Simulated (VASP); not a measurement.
# LiNbO3 (R3c) in VASP: notebook

LiNbO3 is run at these levels: PBE; tasks: single point.

All numbers are computed with VASP 6.6.1; they aren't measurements. Logs are shortened: lines on timing, memory, paths and dates and some standing lists are left out, and cuts for length are marked.

## Step 1: The cell of the first run

Symmetry: R3c, No. 161, trigonal system. Conventional cell: a = 5.218 Å, b = 5.218 Å, c = 13.867 Å, α = 90.00°, β = 90.00°, γ = 120.00°. Li (site symmetry 3) has 6 O at 2.09 to 2.26 Å within 2.8 Å. Nb (site symmetry 3) has 6 O at 1.89 to 2.16 Å within 2.5 Å. O (site symmetry 1) has 2 Nb at 1.89 to 2.16 Å and 2 Li at 2.09 to 2.26 Å within 2.5 Å.

## Step 2: Single point, PBE (10.90 Å³/atom)

Input file INCAR:

```
  PREC = Accurate
  ENCUT = 520
  EDIFF = 1E-6
  ISMEAR = 0
  SIGMA = 0.05
  LREAL = False
  LASPH = True
  NELM = 100
  ALGO = Normal
  ISIF = 2
  LWAVE = False
  LCHARG = False
  GGA = PE
  NBANDS = 45
```

Input file KPOINTS:

```
Automatic mesh
0
Gamma
  6 6 6
```

Input file POSCAR:

```
LiNbO3
1.0
    2.6089121606      1.5062561382      4.6222966387
   -2.6089121606      1.5062561382      4.6222966387
    0.0000000000     -3.0125122764      4.6222966387
Li Nb O
2 2 6
Direct
    0.2815913687      0.2815913687      0.2815913687
    0.7815913687      0.7815913687      0.7815913687
    0.0004900497      0.0004900497      0.0004900497
    0.5004900497      0.5004900497      0.5004900497
    0.1104619503      0.3580262714      0.7211003599
    0.7211003599      0.1104619503      0.3580262714
    0.3580262714      0.7211003599      0.1104619503
    0.2211003599      0.8580262714      0.6104619503
    0.8580262714      0.6104619503      0.2211003599
    0.6104619503      0.2211003599      0.8580262714
```

Potentials or basis: VASP PAW PBE potentials, release 64 (Li_sv, Nb_sv, O).

Started as:

```bash
$ cat potpaw_PBE.64/Li_sv/POTCAR potpaw_PBE.64/Nb_sv/POTCAR potpaw_PBE.64/O/POTCAR > POTCAR
$ mpirun -np 1 vasp_std > vasp.out
```

OUTCAR:

```text
PREC = Accurate
   ENCUT = 520
   EDIFF = 1E-6
   ISMEAR = 0
   LREAL = False
   LASPH = True
   NELM = 100
   ISIF = 2
   GGA = PE

 ion  position               nearest neighbor table
   1  0.282  0.282  0.282-   8 2.09  10 2.09   9 2.09   5 2.26   7 2.26   6 2.26
   2  0.782  0.782  0.782-   7 2.09   6 2.09   5 2.09   9 2.26   8 2.26  10 2.26
   3  0.000  0.000  0.000-   5 1.89   6 1.89   7 1.89   9 2.16   8 2.16  10 2.16
   4  0.500  0.500  0.500-   9 1.89  10 1.89   8 1.89   5 2.16   7 2.16   6 2.16
   5  0.110  0.358  0.721-   3 1.89   2 2.09   4 2.16   1 2.26
   6  0.721  0.110  0.358-   3 1.89   2 2.09   4 2.16   1 2.26
   7  0.358  0.721  0.110-   3 1.89   2 2.09   4 2.16   1 2.26
   8  0.221  0.858  0.610-   4 1.89   1 2.09   3 2.16   2 2.26
   9  0.858  0.610  0.221-   4 1.89   1 2.09   3 2.16   2 2.26
  10  0.610  0.221  0.858-   4 1.89   1 2.09   3 2.16   2 2.26

  LATTYP: Found a trigonal (rhomboedric) cell.
 ALAT       =     5.5173233032
 COS(alpha) =     0.5528100415

  Lattice vectors:

 A1 = (   2.6089121606,   1.5062561382,   4.6222966387)
 A2 = (  -2.6089121606,   1.5062561382,   4.6222966387)
 A3 = (   0.0000000000,  -3.0125122764,   4.6222966387)

Analysis of symmetry for initial positions (statically):
=====================================================================
 Subroutine PRICEL returns:
 Original cell was already a primitive cell.

 Routine SETGRP: Setting up the symmetry group for a
 trigonal (rhombohedral) supercell.

 Subroutine GETGRP returns: Found  6 space group operations
 (whereof  3 operations were pure point group operations)
 out of a pool of 12 trial point group operations.

The static configuration has the point symmetry C_3 .
 The point group associated with its full space group is C_3v.

Analysis of symmetry for dynamics (positions and initial velocities):
=====================================================================
 Subroutine PRICEL returns:
 Original cell was already a primitive cell.

 Routine SETGRP: Setting up the symmetry group for a
 trigonal (rhombohedral) supercell.

 Subroutine GETGRP returns: Found  6 space group operations
 (whereof  3 operations were pure point group operations)
 out of a pool of 12 trial point group operations.

The dynamic configuration has the point symmetry C_3 .
 The point group associated with its full space group is C_3v.

 Subroutine INISYM returns: Found  6 space group operations
 (whereof  3 operations are pure point group operations),
 and found     1 'primitive' translations

----------------------------------------------------------------------------------------

                                     Primitive cell

  volume of cell :     108.9852

  direct lattice vectors                    reciprocal lattice vectors
     2.608912161  1.506256138  4.622296639     0.191650761  0.110649618  0.072114224
    -2.608912161  1.506256138  4.622296639    -0.191650761  0.110649618  0.072114224
     0.000000000 -3.012512276  4.622296639     0.000000000 -0.221299236  0.072114224

  length of vectors
     5.517323303  5.517323303  5.517323303     0.232752687  0.232752687  0.232752687

  position of ions in fractional coordinates (direct lattice)
     0.281591369  0.281591369  0.281591369
     0.781591369  0.781591369  0.781591369
     0.000490050  0.000490050  0.000490050
     0.500490050  0.500490050  0.500490050
     0.110461950  0.358026271  0.721100360
     0.721100360  0.110461950  0.358026271
     0.358026271  0.721100360  0.110461950
     0.221100360  0.858026271  0.610461950
     0.858026271  0.610461950  0.221100360
     0.610461950  0.221100360  0.858026271

  ion indices of the primitive-cell ions
   primitive index   ion index
                 1           1
                 2           2
                 3           3
                 4           4
                 5           5
                 6           6
                 7           7
                 8           8
                 9           9
                10          10

----------------------------------------------------------------------------------------

 KPOINTS: Automatic mesh

Automatic generation of k-mesh.
 Grid dimensions read from file:
 generate k-points for:    6    6    6

 Generating k-lattice:

  Cartesian coordinates                     Fractional coordinates (reciprocal lattice)
     0.031941793  0.018441603  0.012019037     0.166666667  0.000000000  0.000000000
    -0.031941793  0.018441603  0.012019037     0.000000000  0.166666667  0.000000000
     0.000000000 -0.036883206  0.012019037     0.000000000  0.000000000  0.166666667

  Length of vectors
     0.038792115  0.038792115  0.038792115

  Shift w.r.t. Gamma in fractional coordinates (k-lattice)
     0.000000000  0.000000000  0.000000000

 Subroutine IBZKPT returns following result:
 ===========================================

 Found     32 irreducible k-points:

 Following reciprocal coordinates:
            Coordinates               Weight
  0.000000  0.000000  0.000000      1.000000
  0.166667 -0.000000  0.000000      6.000000
  0.333333 -0.000000  0.000000      6.000000
  0.500000  0.000000  0.000000      3.000000
  0.166667  0.166667  0.000000      6.000000
  0.333333  0.166667  0.000000     12.000000
[... 16 lines left out ...]
  0.500000  0.500000  0.166667      6.000000
 -0.333333  0.500000  0.166667     12.000000
 [... further k-points ...]
   k-points           NKPTS =     32   k-points in BZ     NKDIM =     32   number of bands    NBANDS=     45
   number of dos      NEDOS =    301   number of ions     NIONS =     10
   total plane-waves  NPLWV =  74088
   dimension x,y,z NGX =    42 NGY =   42 NGZ =   42
   dimension x,y,z NGXF=    84 NGYF=   84 NGZF=   84
   ions per type =               2   2   6
   NGX,Y,Z   is equivalent  to a cutoff of  12.66, 12.66, 12.66 a.u.
   NGXF,Y,Z  is equivalent  to a cutoff of  25.31, 25.31, 25.31 a.u.
 SYSTEM =  unknown system
   PREC   = accura    normal or accurate (medium, high low for compatibility)
   ISTART =      0    job   : 0-new  1-cont  2-samecut
   ICHARG =      2    charge: 1-file 2-atom 10-const
   ISPIN  =      1    spin polarized calculation?
   LNONCOLLINEAR =      F non collinear calculations
   LSORBIT =      F    spin-orbit coupling
   LASPH  =      T    aspherical Exc in radial PAW
   ENCUT  =  520.0 eV  38.22 Ry    6.18 a.u.  10.26 10.26 10.26*2*pi/ulx,y,z
   NELM   =    100;   NELMIN=  2; NELMDL= -5     # of ELM steps
   EDIFF  = 0.1E-05   stopping-criterion for ELM
   LREAL  =      F    real-space projection
   EDIFFG = 0.1E-04   stopping-criterion for IOM
   NSW    =      0    number of steps for IOM
   IBRION =     -1    ionic relax: 0-MD 1-quasi-New 2-CG
   NFREE  =      0    steps in history (QN), initial steepest desc. (CG)
   ISIF   =      2    stress and relaxation
   ISYM   =      2    0-nonsym 1-usesym 2-fastsym
   POTIM  = 0.5000    time-step for ionic-motion
   TEBEG  =    0.0;   TEEND  =   0.0 temperature during run
   PSTRESS=    0.0 pullay stress
   NELECT =      68.0000    total number of electrons
   NUPDOWN=      -1.0000    fix difference up-down
   EMIN   =  10.00;   EMAX   =-10.00  energy-range for DOS
   EFERMI =   0.00;   METHOD = LEGACY
   ISMEAR =     0;   SIGMA  =   0.05  broadening in eV -4-tet -1-fermi 0-gaus
   EFERMI_NEDOS =   21; number of points for ismear=-14 and -15
   IALGO  =     38    algorithm
   IMIX   =      4    mixing-type and parameters
     AMIX     =   0.40;   BMIX     =  1.00
     AMIX_MAG =   1.60;   BMIX_MAG =  1.00
  volume/ion in A,a.u.               =      10.90        73.55
  Fermi-wavevector in a.u.,A,eV,Ry     =   1.398906  2.643550 26.625777  1.956939
  Thomas-Fermi vector in A             =   2.522018
   LORBIT       =      0    0 simple, 1 ext, 2 COOP (PROOUT), +10 PAW based schemes
   GGA     = PE    functional components
   LHFCALC =     F    Hartree Fock is set to
   AEXX    =    0.0000 exact exchange contribution
   IVDW    =     0    specifies the selected vdW correction
   LEPSILON=     F    determine dielectric tensor
   LRPA    =     F    only Hartree local field effects (RPA)
 non-spin polarized calculation
 Gauss-broadening in eV      SIGMA  =   0.05
  energy-cutoff  :      520.00
  volume of cell :      108.99
 maximum number of plane-waves:      2963
 NGX is ok and might be reduce to    42
   NGX = 21   NGY = 21   NGZ = 21

 number of electron      68.0000007 magnetization

 Free energy of the ion-electron system (eV)
  ---------------------------------------------------
  ext. energy  EPLUGINS =         0.00000000
  ---------------------------------------------------
  free energy    TOTEN  =       -80.03253645 eV

  energy without entropy =      -80.03253645  energy(sigma->0) =      -80.03253645

 E-fermi :   3.6205     XC(G=0): -10.6690

 val. band max:        3.3193041653   @ k =   0.1667   0.1667   0.1667
 cond. band min:       6.8645888511   @ k =   0.5000   0.3333   0.0000
 fundamental gap:      3.5452846858
 Fermi energy:         3.6204545299

 k-point     1 :       0.0000    0.0000    0.0000
  band No.  band energies     occupation
      1     -50.9204      2.00000
      2     -50.9070      2.00000
      3     -39.3523      2.00000
      4     -39.3501      2.00000
      5     -27.1882      2.00000
      6     -27.1882      2.00000
[... 37 lines left out ...]
     44      13.0299      0.00000
     45      13.0357      0.00000

 k-point     2 :       0.1667   -0.0000    0.0000
  band No.  band energies     occupation
      1     -50.9194      2.00000
      2     -50.9078      2.00000
      3     -39.3522      2.00000
      4     -39.3502      2.00000
      5     -27.1801      2.00000
      6     -27.1790      2.00000
[... 1048 lines left out ...]
 k-point    24 :      -0.3333    0.5000    0.1667
  band No.  band energies     occupation
      1     -50.9147      2.00000
      2     -50.9125      2.00000
      3     -39.3515      2.00000
      4     -39.3510      2.00000
      5     -27.1893      2.00000
      6     -27.1879      2.00000
[... 37 lines left out ...]
     44      12.6493      0.00000
     45      13.6154      0.00000

 [... further k-points ...]

------------------------ aborting loop because EDIFF is reached ----------------------------------------

  FORCE on cell =-STRESS in cart. coord.  units (eV):
  Direction    XX          YY          ZZ          XY          YZ          ZX
  --------------------------------------------------------------------------------------
  -------------------------------------------------------------------------------------
  Total       -1.0348659     -1.0348659      0.7545009      0.0000000     -0.0000000      0.0000000
  in kB      -15.2134358    -15.2134358     11.0918240      0.0000000     -0.0000000      0.0000000
  external PRESSURE =      -6.4450159 kB  Pullay stress =       0.0000000 kB

 VOLUME and BASIS-vectors are now :
 -----------------------------------------------------------------------------
  energy-cutoff  :      520.00
  volume of cell :      108.99
      direct lattice vectors                 reciprocal lattice vectors
     2.608912161  1.506256138  4.622296639     0.191650761  0.110649618  0.072114224
    -2.608912161  1.506256138  4.622296639    -0.191650761  0.110649618  0.072114224
     0.000000000 -3.012512276  4.622296639     0.000000000 -0.221299236  0.072114224

 POSITION                                       TOTAL-FORCE (eV/Angst)
 -----------------------------------------------------------------------------------
      0.00000      0.00000      3.90480        -0.000000     -0.000000     -0.018000
      0.00000      0.00000     10.83824        -0.000000     -0.000000     -0.018000
      0.00000      0.00000      0.00680        -0.000000     -0.000000     -0.000681
      0.00000      0.00000      6.94024        -0.000000     -0.000000     -0.000681
     -0.64587     -1.46666      5.49863         0.056135     -0.018539      0.006227
      1.59310      0.17399      5.49863        -0.012013      0.057884      0.006227
     -0.94723      1.29267      5.49863        -0.044123     -0.039345      0.006227
     -1.66168     -0.21358      7.80978         0.044123     -0.039345      0.006227
      0.64587      1.54585      7.80978        -0.056135     -0.018539      0.006227
      1.01581     -1.33227      7.80978         0.012013      0.057884      0.006227
 -----------------------------------------------------------------------------------
    total drift:                                0.000000     -0.000001     -0.000652

  FREE ENERGIE OF THE ION-ELECTRON SYSTEM (eV)
  ---------------------------------------------------
  free  energy   TOTEN  =       -80.0325364492 eV

  energy  without entropy=      -80.0325364492  energy(sigma->0) =      -80.03253645
```

Run time: 3 min. Hardware: 1 thread of Intel Xeon Platinum 8488C (Sapphire Rapids), shared host; peak memory 0.32 GiB.

What came out:

| Property | Result |
| --- | --- |
| Free energy | -80.0325 eV |
| Largest force | 0.059 eV/Å |
| Band gap on the k mesh | 3.55 eV (least direct gap 3.58 eV) |

Forces in eV/Å, atoms in the order of the input:
```
Li   0.000  0.000 -0.018
Li   0.000  0.000 -0.018
Nb   0.000  0.000 -0.001
Nb   0.000  0.000 -0.001
O    0.056 -0.019  0.006
O   -0.012  0.058  0.006
O   -0.044 -0.039  0.006
O    0.044 -0.039  0.006
O   -0.056 -0.019  0.006
O    0.012  0.058  0.006
```

Levels at points of the mesh, in eV from the valence-band top:
```tsv
k point	band 31	band 32	band 33	band 34	band 35	band 36	band 37	band 38
(0.00, 0.00, 0.00)	-0.63	-0.49	-0.01	-0.01	3.57	3.57	3.98	5.05
(0.50, 0.00, 0.00)	-0.28	-0.28	-0.20	-0.20	3.82	3.82	4.62	4.62
(0.50, 0.50, 0.00)	-0.67	-0.65	-0.50	-0.20	3.64	4.08	4.54	4.55
(0.50, 0.50, 0.50)	-0.32	-0.32	-0.32	-0.32	4.50	4.50	4.74	4.74
```

Caveat: the cutoff is under 1.25 times the usual one of these potentials, so pressure, stress and relaxed cells hold a basis-set (Pulay) error.

[end of part 1 of 2]
